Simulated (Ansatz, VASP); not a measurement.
# Ni in VASP and in Ansatz

```xyz
3
Lattice="2.4880 0.0000 0.0000 -1.2440 2.1547 0.0000 0.0000 0.0000 20.0629" Properties=species:S:1:pos:R:3 pbc="T T T"
Ni    0.0000    0.7182    8.0000
Ni    0.0000    2.1547   10.0314
Ni    1.2440    1.4365   12.0629
```

Alike in both runs: task single point; functional PBE; k mesh 19 × 19 × 1; occupations fermi-dirac, width 0.05 eV; collinear spin.

|  | VASP | Ansatz |
| --- | --- | --- |
| version | VASP 6.6.1 | Ansatz 0.2.0 |
| potentials or method | VASP PAW PBE potentials, release 64 (Ni), cutoff 520 eV | all-electron LAPW, scalar-relativistic |

VASP gave:

* rms of the force components (eV/Å): 0.085
* net moment per atom (μB): 0.72
* size of the moment on the site where the two differ most (μB): 0.75

Task: Which values does Ansatz return?

Result: rms of the force components (eV/Å): 0.086; net moment per atom (μB): 0.74; size of the moment on the site where the two differ most (μB): 0.78.

Site moments also hang on the region over which each program counts them. Atom by atom the forces differ by 0.001 eV/Å (rms over components). Ansatz ran all-electron here, and VASP with PAW potentials.
